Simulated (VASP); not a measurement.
# Te (Pm-3n) in VASP: a series of runs

Te is run at these levels: revPBE; tasks: single point, relaxation of cell and atoms.

Program: VASP 6.6.1. These are calculated values, not measurements. Logs are shortened: lines on timing, memory, paths and dates and some standing lists are left out, and cuts for length are marked.

## 1. The cell of the first run

Symmetry: Pm-3n, No. 223, cubic system. The conventional cell has a = 6.201 Å, b = 6.201 Å, c = 6.201 Å, α = 90.00°, β = 90.00°, γ = 90.00°. Within 4.6 Å of Te (site symmetry m-3) lie 12 Te at 3.47 Å. Te (site symmetry -4m2) has 14 Te at 3.10 to 3.80 Å within 4.1 Å.

## 2. Single point, revPBE

File INCAR:

```
ALGO = Normal ; EDIFF = 1E-7
ENCUT = 520 ; GGA = RE
ISIF = 2 ; ISMEAR = -1
LASPH = T ; LCHARG = T
LELF = T ; LREAL = F
LVHAR = T ; LWAVE = F
NBANDS = 34 ; NELM = 100
PREC = Accurate ; SIGMA = 0.1
```

File KPOINTS:

```
k-points
0
Gamma
  4 4 4
```

File POSCAR:

```
Te
1.0
    6.2007411034      0.0000000000      0.0000000000
    0.0000000000      6.2007411034      0.0000000000
    0.0000000000      0.0000000000      6.2007411034
Te
8
Direct
    1.0000000000      0.0000000000      1.0000000000
    0.5000000000      0.5000000000      0.5000000000
    0.2500000000      0.0000000000      0.5000000000
    0.7500000000      0.0000000000      0.5000000000
    0.5000000000      0.2500000000      1.0000000000
    0.5000000000      0.7500000000      0.0000000000
    1.0000000000      0.5000000000      0.2500000000
    0.0000000000      0.5000000000      0.7500000000
```

Potentials or basis: VASP PAW PBE potentials, release 64 (Te).

On the command line:

```sh
$ cat potpaw_PBE.64/Te/POTCAR > POTCAR
$ mpirun -np 1 vasp_std > vasp.out
```

OUTCAR:

```text
EDIFF = 1E-7
   ENCUT = 520
   GGA = RE
   ISIF = 2
   ISMEAR = -1
   LASPH = T
   LREAL = F
   NELM = 100
   PREC = Accurate

 ion  position               nearest neighbor table
   1  0.000  0.000  0.000-   3 3.47   4 3.47   5 3.47   6 3.47   7 3.47   8 3.47   3 3.47   4 3.47
                             7 3.47   8 3.47   5 3.47   6 3.47
   2  0.500  0.500  0.500-   3 3.47   4 3.47   5 3.47   6 3.47   7 3.47   8 3.47   5 3.47   6 3.47
                             3 3.47   4 3.47   7 3.47   8 3.47
   3  0.250  0.000  0.500-   4 3.10   4 3.10   1 3.47   1 3.47   2 3.47   2 3.47
   4  0.750  0.000  0.500-   3 3.10   3 3.10   1 3.47   1 3.47   2 3.47   2 3.47
   5  0.500  0.250  0.000-   6 3.10   6 3.10   1 3.47   2 3.47   2 3.47   1 3.47
   6  0.500  0.750  0.000-   5 3.10   5 3.10   1 3.47   2 3.47   2 3.47   1 3.47
   7  0.000  0.500  0.250-   8 3.10   8 3.10   1 3.47   2 3.47   1 3.47   2 3.47
   8  0.000  0.500  0.750-   7 3.10   7 3.10   1 3.47   2 3.47   1 3.47   2 3.47

  LATTYP: Found a simple cubic cell.
 ALAT       =     6.2007411034

  Lattice vectors:

 A1 = (   6.2007411034,   0.0000000000,   0.0000000000)
 A2 = (   0.0000000000,   6.2007411034,   0.0000000000)
 A3 = (   0.0000000000,   0.0000000000,   6.2007411034)

Analysis of symmetry for initial positions (statically):
=====================================================================
 Subroutine PRICEL returns:
 Original cell was already a primitive cell.

 Routine SETGRP: Setting up the symmetry group for a
 simple cubic supercell.

 Subroutine GETGRP returns: Found 48 space group operations
 (whereof 24 operations were pure point group operations)
 out of a pool of 48 trial point group operations.

The static configuration has the point symmetry T_h .
 The point group associated with its full space group is O_h .

Analysis of symmetry for dynamics (positions and initial velocities):
=====================================================================
 Subroutine PRICEL returns:
 Original cell was already a primitive cell.

 Routine SETGRP: Setting up the symmetry group for a
 simple cubic supercell.

 Subroutine GETGRP returns: Found 48 space group operations
 (whereof 24 operations were pure point group operations)
 out of a pool of 48 trial point group operations.

The dynamic configuration has the point symmetry T_h .
 The point group associated with its full space group is O_h .

 Subroutine INISYM returns: Found 48 space group operations
 (whereof 24 operations are pure point group operations),
 and found     1 'primitive' translations

----------------------------------------------------------------------------------------

                                     Primitive cell

  volume of cell :     238.4135

  direct lattice vectors                    reciprocal lattice vectors
     6.200741103  0.000000000  0.000000000     0.161271045  0.000000000  0.000000000
     0.000000000  6.200741103  0.000000000     0.000000000  0.161271045  0.000000000
     0.000000000  0.000000000  6.200741103     0.000000000  0.000000000  0.161271045

  length of vectors
     6.200741103  6.200741103  6.200741103     0.161271045  0.161271045  0.161271045

  position of ions in fractional coordinates (direct lattice)
     0.000000000  0.000000000  0.000000000
     0.500000000  0.500000000  0.500000000
     0.250000000  0.000000000  0.500000000
     0.750000000  0.000000000  0.500000000
     0.500000000  0.250000000  0.000000000
     0.500000000  0.750000000  0.000000000
     0.000000000  0.500000000  0.250000000
     0.000000000  0.500000000  0.750000000

  ion indices of the primitive-cell ions
   primitive index   ion index
                 1           1
                 2           2
                 3           3
                 4           4
                 5           5
                 6           6
                 7           7
                 8           8

----------------------------------------------------------------------------------------

 KPOINTS: k-points

Automatic generation of k-mesh.
 Grid dimensions read from file:
 generate k-points for:    4    4    4

 Generating k-lattice:

  Cartesian coordinates                     Fractional coordinates (reciprocal lattice)
     0.040317761  0.000000000  0.000000000     0.250000000  0.000000000  0.000000000
     0.000000000  0.040317761  0.000000000     0.000000000  0.250000000  0.000000000
     0.000000000  0.000000000  0.040317761     0.000000000  0.000000000  0.250000000

  Length of vectors
     0.040317761  0.040317761  0.040317761

  Shift w.r.t. Gamma in fractional coordinates (k-lattice)
     0.000000000  0.000000000  0.000000000

 Subroutine IBZKPT returns following result:
 ===========================================

 Found     10 irreducible k-points:

 Following reciprocal coordinates:
            Coordinates               Weight
  0.000000  0.000000  0.000000      1.000000
  0.250000  0.000000  0.000000      6.000000
  0.500000  0.000000  0.000000      3.000000
  0.250000  0.250000  0.000000     12.000000
  0.500000  0.250000  0.000000     12.000000
  0.500000  0.500000  0.000000      3.000000
  0.250000  0.250000  0.250000      8.000000
  0.500000  0.250000  0.250000     12.000000
  0.500000  0.500000  0.250000      6.000000
  0.500000  0.500000  0.500000      1.000000
   k-points           NKPTS =     10   k-points in BZ     NKDIM =     10   number of bands    NBANDS=     34
   number of dos      NEDOS =    301   number of ions     NIONS =      8
   total plane-waves  NPLWV = 110592
   dimension x,y,z NGX =    48 NGY =   48 NGZ =   48
   dimension x,y,z NGXF=    96 NGYF=   96 NGZF=   96
   ions per type =               8
   NGX,Y,Z   is equivalent  to a cutoff of  12.87, 12.87, 12.87 a.u.
   NGXF,Y,Z  is equivalent  to a cutoff of  25.74, 25.74, 25.74 a.u.
 SYSTEM =  unknown system
   PREC   = accura    normal or accurate (medium, high low for compatibility)
   ISTART =      0    job   : 0-new  1-cont  2-samecut
   ICHARG =      2    charge: 1-file 2-atom 10-const
   ISPIN  =      1    spin polarized calculation?
   LNONCOLLINEAR =      F non collinear calculations
   LSORBIT =      F    spin-orbit coupling
   LASPH  =      T    aspherical Exc in radial PAW
   ENCUT  =  520.0 eV  38.22 Ry    6.18 a.u.  11.53 11.53 11.53*2*pi/ulx,y,z
   NELM   =    100;   NELMIN=  2; NELMDL= -5     # of ELM steps
   EDIFF  = 0.1E-06   stopping-criterion for ELM
   LREAL  =      F    real-space projection
   EDIFFG = 0.1E-05   stopping-criterion for IOM
   NSW    =      0    number of steps for IOM
   IBRION =     -1    ionic relax: 0-MD 1-quasi-New 2-CG
   NFREE  =      0    steps in history (QN), initial steepest desc. (CG)
   ISIF   =      2    stress and relaxation
   ISYM   =      2    0-nonsym 1-usesym 2-fastsym
   POTIM  = 0.5000    time-step for ionic-motion
   TEBEG  =    0.0;   TEEND  =   0.0 temperature during run
   PSTRESS=    0.0 pullay stress
   NELECT =      48.0000    total number of electrons
   NUPDOWN=      -1.0000    fix difference up-down
   EMIN   =  10.00;   EMAX   =-10.00  energy-range for DOS
   EFERMI =   0.00;   METHOD = LEGACY
   ISMEAR =    -1;   SIGMA  =   0.10  broadening in eV -4-tet -1-fermi 0-gaus
   EFERMI_NEDOS =   21; number of points for ismear=-14 and -15
   IALGO  =     38    algorithm
   IMIX   =      4    mixing-type and parameters
     AMIX     =   0.40;   BMIX     =  1.00
     AMIX_MAG =   1.60;   BMIX_MAG =  1.00
  volume/ion in A,a.u.               =      29.80       201.11
  Fermi-wavevector in a.u.,A,eV,Ry     =   0.959500  1.813192 12.526071  0.920640
  Thomas-Fermi vector in A             =   2.088702
   LORBIT       =      0    0 simple, 1 ext, 2 COOP (PROOUT), +10 PAW based schemes
   GGA     = RE    functional components
   LHFCALC =     F    Hartree Fock is set to
   AEXX    =    0.0000 exact exchange contribution
   IVDW    =     0    specifies the selected vdW correction
   LEPSILON=     F    determine dielectric tensor
   LRPA    =     F    only Hartree local field effects (RPA)
 non-spin polarized calculation
  energy-cutoff  :      520.00
  volume of cell :      238.41
 maximum number of plane-waves:      6488
 NGX is ok and might be reduce to    48
   NGX = 23   NGY = 23   NGZ = 23

 number of electron      47.9999992 magnetization

 Free energy of the ion-electron system (eV)
  ---------------------------------------------------
  ext. energy  EPLUGINS =         0.00000000
  ---------------------------------------------------
  free energy    TOTEN  =       -18.76580451 eV

  energy without entropy =      -18.43041233  energy(sigma->0) =      -18.59810842

 E-fermi :   7.2016     XC(G=0):  -9.8305

 val. band max:        7.1664403172   @ k =   0.2500   0.2500   0.2500
 cond. band min:       7.2293591969   @ k =   0.2500   0.2500   0.0000
 fundamental gap:      0.0629188797
 Fermi energy:         7.2015519383

 k-point     1 :       0.0000    0.0000    0.0000
  band No.  band energies     occupation
      1      -6.2956      2.00000
      2      -4.1520      2.00000
      3      -4.1520      2.00000
      4      -4.0125      2.00000
      5      -2.6419      2.00000
      6      -2.5712      2.00000
[... 26 lines left out ...]
     33      12.5793      0.00000
     34      13.8698      0.00000

 k-point     2 :       0.2500    0.0000    0.0000
  band No.  band energies     occupation
      1      -6.0866      2.00000
      2      -4.6408      2.00000
      3      -3.9930      2.00000
      4      -3.9314      2.00000
      5      -2.8377      2.00000
      6      -2.7178      2.00000
[... 26 lines left out ...]
     33      12.5471      0.00000
     34      13.2858      0.00000
[... 257 lines left out ...]
     33      12.8491      0.00000
     34      13.0526      0.00000

 k-point    10 :       0.5000    0.5000    0.5000
  band No.  band energies     occupation
      1      -4.1405      2.00000
      2      -4.1405      2.00000
      3      -3.9483      2.00000
      4      -3.9483      2.00000
      5      -3.9483      2.00000
      6      -3.9483      2.00000
[... 26 lines left out ...]
     33      14.3536      0.00000
     34      14.3536      0.00000

------------------------ aborting loop because EDIFF is reached ----------------------------------------

  FORCE on cell =-STRESS in cart. coord.  units (eV):
  Direction    XX          YY          ZZ          XY          YZ          ZX
  --------------------------------------------------------------------------------------
  -------------------------------------------------------------------------------------
  Total       -0.2058365     -0.2058365     -0.2058365     -0.0000000      0.0000000      0.0000000
  in kB       -1.3832544     -1.3832544     -1.3832544     -0.0000000      0.0000000      0.0000000
  external PRESSURE =      -1.3832544 kB  Pullay stress =       0.0000000 kB

 VOLUME and BASIS-vectors are now :
 -----------------------------------------------------------------------------
  energy-cutoff  :      520.00
  volume of cell :      238.41
      direct lattice vectors                 reciprocal lattice vectors
     6.200741103  0.000000000  0.000000000     0.161271045  0.000000000  0.000000000
     0.000000000  6.200741103  0.000000000     0.000000000  0.161271045  0.000000000
     0.000000000  0.000000000  6.200741103     0.000000000  0.000000000  0.161271045

 POSITION                                       TOTAL-FORCE (eV/Angst)
 -----------------------------------------------------------------------------------
      0.00000      0.00000      0.00000         0.000000     -0.000000      0.000000
      3.10037      3.10037      3.10037         0.000000     -0.000000      0.000000
      1.55019      0.00000      3.10037         0.000000      0.000000     -0.000000
      4.65056      0.00000      3.10037        -0.000000     -0.000000     -0.000000
      3.10037      1.55019      0.00000        -0.000000     -0.000000     -0.000000
      3.10037      4.65056      0.00000         0.000000      0.000000      0.000000
      0.00000      3.10037      1.55019        -0.000000     -0.000000     -0.000000
      0.00000      3.10037      4.65056         0.000000      0.000000      0.000000
 -----------------------------------------------------------------------------------
    total drift:                               -0.000000     -0.000000      0.000000

  FREE ENERGIE OF THE ION-ELECTRON SYSTEM (eV)
  ---------------------------------------------------
  free  energy   TOTEN  =       -18.7658045065 eV

  energy  without entropy=      -18.4304123266  energy(sigma->0) =      -18.59810842
```

Run time: 76 s. Hardware: 1 thread of Intel Xeon Platinum 8488C (Sapphire Rapids), shared host; peak memory 0.33 GiB.

Results:

```
Free energy            : -18.7658 eV
Pressure               : -0.1 GPa
Band gap on the k mesh : zero (bands 24 and 25 overlap by 0.85 eV)
```

Caveat: the PAW data sets were made with another functional, which shifts forces and pressure a little; spin-orbit coupling is left out, which moves the levels of the heavy elements.

## 3. Single point, revPBE

File INCAR:

```
  PREC = Accurate
  ENCUT = 520
  EDIFF = 1E-7
  ISMEAR = -1
  SIGMA = 0.1
  LREAL = F
  LASPH = T
  NELM = 80
  ALGO = Normal
  ISIF = 2
  LWAVE = F
  LCHARG = T
  GGA = RE
  LELF = T
  LVHAR = T
  NBANDS = 34
```

File KPOINTS:

```
regular mesh
0
Gamma
  6 6 6
```

POSCAR is that of step 2.

Potentials or basis: VASP PAW PBE potentials, release 64 (Te).

On the command line:

```sh
$ cat potpaw_PBE.64/Te/POTCAR > POTCAR
$ mpirun -np 1 vasp_std > vasp.out
```

It took 2.2 min on 1 thread of Intel Xeon Platinum 8488C (Sapphire Rapids), shared host; peak memory 0.38 GiB.

Results (log left out):

```
Free energy            : -18.7797 eV
Pressure               : -0.4 GPa
Band gap on the k mesh : zero (bands 24 and 25 overlap by 1.29 eV)
```

Levels at points of the mesh, in eV from the Fermi level:
```csv
k point,band 22,band 23,band 24,band 25,band 26,band 27
"(0.00, 0.00, 0.00)",-0.22,-0.22,0.10,0.10,0.10,1.40
"(0.50, 0.00, 0.00)",-1.02,-0.41,-0.41,0.14,0.14,1.33
"(0.50, 0.50, 0.00)",-0.58,-0.21,-0.21,0.27,0.27,0.40
"(0.50, 0.50, 0.50)",-0.88,-0.75,-0.75,-0.75,-0.75,-0.32
```

Caveat: the PAW data sets were made with another functional, which shifts forces and pressure a little; spin-orbit coupling is left out, which moves the levels of the heavy elements.

## 4. Relaxation of cell and atoms, revPBE

This run uses another cell than the first one, of 28.84 Å³/atom.

File INCAR:

```
SYSTEM = Te
ALGO = Normal
EDIFF = 1E-7
EDIFFG = -0.01
ENCUT = 600
GGA = RE
IBRION = 2
ISIF = 3
ISMEAR = -1
LASPH = .TRUE.
LCHARG = .FALSE.
LREAL = .FALSE.
LWAVE = .FALSE.
NELM = 80
NSW = 80
PREC = Accurate
SIGMA = 0.1
```

File KPOINTS:

```
k-points
0
G
  4 4 4
  0 0 0
```

File POSCAR:

```
Te
1.0
    6.1330711348      0.0000000000      0.0000000000
    0.0000000000      6.1330711348      0.0000000000
    0.0000000000      0.0000000000      6.1330711348
Te
8
Direct
    0.0000000000      0.0000000000      0.0000000000
    0.5000000000      0.5000000000      0.5000000000
    0.2500000000      0.0000000000      0.5000000000
    0.7500000000      0.0000000000      0.5000000000
    0.5000000000      0.2500000000      0.0000000000
    0.5000000000      0.7500000000      0.0000000000
    0.0000000000      0.5000000000      0.2500000000
    0.0000000000      0.5000000000      0.7500000000
```

On the command line:

```sh
$ cat potpaw_PBE.64/Te/POTCAR > POTCAR
$ mpirun -np 1 vasp_std > vasp.out
```

Wall time 3.2 min (1 thread of Intel Xeon Platinum 8488C (Sapphire Rapids), shared host); peak memory 0.38 GiB.

The run converged. Its results:

| Quantity | Value |
| --- | --- |
| Free energy | -18.7354 eV |
| Relaxed volume | 29.74 Å³/atom |
| Relaxed cell | a = 6.197 Å, b = 6.197 Å, c = 6.197 Å, α = 90.00°, β = 90.00°, γ = 90.00° |
| Space group after relaxing (to 0.1 Å) | Pm-3n (No. 223) |
| Energy gained by relaxing | 4.3 meV/atom |
| Ionic steps | 3 |
| Pressure after relaxing | 0.0 GPa |

The path:
| step | energy change (eV) | largest force (eV/Å) | pressure (GPa) | volume (Å³) |
| --- | --- | --- | --- | --- |
| 1 | 0.0000 | 0.0000 | 1.55 | 230.69 |
| 2 | -0.0313 | 0.0000 | -0.41 | 240.16 |
| 3 | -0.0341 | 0.0000 | 0.01 | 237.96 |

Final structure:
```cif
data_structure
_symmetry_space_group_name_H-M 'P 1'
_symmetry_Int_Tables_number 1
_cell_length_a 6.1968
_cell_length_b 6.1968
_cell_length_c 6.1968
_cell_angle_alpha 90.000
_cell_angle_beta 90.000
_cell_angle_gamma 90.000
_cell_volume 237.96
loop_
_atom_site_label
_atom_site_type_symbol
_atom_site_fract_x
_atom_site_fract_y
_atom_site_fract_z
_atom_site_occupancy
Te1 Te 0.00000 0.00000 0.00000 1
Te2 Te 0.50000 0.50000 0.50000 1
Te3 Te 0.25000 0.00000 0.50000 1
Te4 Te 0.75000 0.00000 0.50000 1
Te5 Te 0.50000 0.25000 0.00000 1
Te6 Te 0.50000 0.75000 0.00000 1
Te7 Te 0.00000 0.50000 0.25000 1
Te8 Te 0.00000 0.50000 0.75000 1
```

Levels at points of the mesh, in eV from the Fermi level:
```tsv
k point	band 21	band 22	band 23	band 24	band 25	band 26	band 27	band 28
(0.00, 0.00, 0.00)	-0.22	-0.22	-0.22	0.10	0.10	0.10	1.40	1.40
(0.50, 0.00, 0.00)	-1.02	-1.02	-0.41	-0.41	0.14	0.14	1.33	1.33
(0.50, 0.50, 0.00)	-1.14	-0.57	-0.20	-0.20	0.27	0.27	0.41	0.42
(0.50, 0.50, 0.50)	-0.87	-0.87	-0.75	-0.75	-0.75	-0.75	-0.33	-0.33
```

Caveat: the highest band is partly filled, so the run has too few bands; the PAW data sets were made with another functional, which shifts forces and pressure a little; spin-orbit coupling is left out, which moves the levels of the heavy elements.

## 5. Summary

```tsv
task	cell	k mesh	cutoff (eV)	gap on the mesh (eV)	pressure (GPa)
single point	a = 6.201 Å, 8 atoms	4 × 4 × 4	520	none	-0.1
single point	a = 6.201 Å, 8 atoms	6 × 6 × 6	520	none	-0.4
relaxation of cell and atoms	relaxed from a = 6.133 Å, 8 atoms	4 × 4 × 4	600	-	0.0
```

Alike in all rows: level revPBE; potentials or basis VASP PAW PBE potentials, release 64 (Te); no spin polarisation; smearing fermi-dirac 0.1 eV.

Caveats: the PAW data sets were made with another functional, which shifts forces and pressure a little; spin-orbit coupling is left out, which moves the levels of the heavy elements; the highest band is partly filled, so the run has too few bands (at least some runs).

Total energies depend on the potentials used, so only differences within one code and one set of settings carry meaning.
